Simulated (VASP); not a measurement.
Runs of VASP 6.6.1 on Li2Se. The structure is that of space group Fm-3m (No. 225), or close to it. The cells are those of the table. 

| level | cell | k mesh | cutoff (eV) | smearing | gap on the mesh (eV) | pressure (GPa) |
| --- | --- | --- | --- | --- | --- | --- |
| r2SCAN | a = 4.249 Å, angles 60.0°, 3 atoms | 8 × 8 × 8 | 830 | gaussian 0.05 eV | 3.47 | -0.6 |
| RPBE | a = 4.232 Å, angles 60.0°, 3 atoms | 8 × 8 × 8 | 750 | methfessel-paxton 0.05 eV | 3.11 | 1.6 |
| r2SCAN | a = 4.232 Å, angles 60.0°, 3 atoms | 8 × 8 × 8 | 830 | gaussian 0.05 eV | 3.46 | -0.1 |
| PBE | a = 4.255 Å, angles 60.0°, 3 atoms | 6 × 6 × 6 | 750 | gaussian 0.05 eV | 2.98 | (a) |
| PBE | a = 4.260 Å, angles 60.0°, 3 atoms | 6 × 6 × 6 | 750 | gaussian 0.05 eV | 2.98 | (b) |
| r2SCAN | a = 4.255 Å, angles 60.0°, 3 atoms | 8 × 8 × 8 | 830 | gaussian 0.05 eV | 3.47 | -0.7 |

Alike in all rows: task single point; potentials or basis VASP PAW PBE potentials, release 64 (Li_sv, Se); no spin polarisation.

**Question.** Fill in the values left out.

**Answer.** (a) -0.2; (b) -0.4.

Caveats: the PAW data sets were made with another functional, which shifts forces and pressure a little (some runs).

A k mesh can miss the band edges, and the runs leave out spin-orbit coupling on Se.
